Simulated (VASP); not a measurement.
Runs of VASP 6.6.1 on C. It takes space group C2/m (No. 12, monoclinic). The conventional cell has a = 4.255 Å, b = 2.457 Å, c = 3.765 Å, α = 90.00°, β = 111.49°, γ = 90.00°. Within 1.9 Å of C (site symmetry m) lie 3 C at 1.42 Å. 

```tsv
k mesh	smearing	gap on the mesh (eV)	pressure (GPa)	largest force (eV/Å)
5 × 5 × 3	methfessel-paxton 0.1 eV	2.50	(b)	-
9 × 9 × 6	methfessel-paxton 0.0704 eV	0.48	1.5	0.02
4 × 4 × 2	methfessel-paxton 0.1 eV	(a)	1.3	0.02
6 × 6 × 4	methfessel-paxton 0.0673 eV	0.48	(c)	0.06
7 × 7 × 4	methfessel-paxton 0.1 eV	2.29	1.5	0.01
```

Alike in all rows: task single point; level PBEsol; potentials or basis VASP PAW PBE potentials, release 64 (C); no spin polarisation; cell as given; cutoff (eV) 520.

Fill in the values left out.

(a) 3.39; (b) 1.7; (c) 1.6.

Caveats: some runs use coarse meshes; the PAW data sets were made with another functional, which shifts forces and pressure a little; this functional lacks dispersion, which binds the layers, so the pressure and a relaxed spacing across them are unreliable.

A k mesh can miss the band edges.
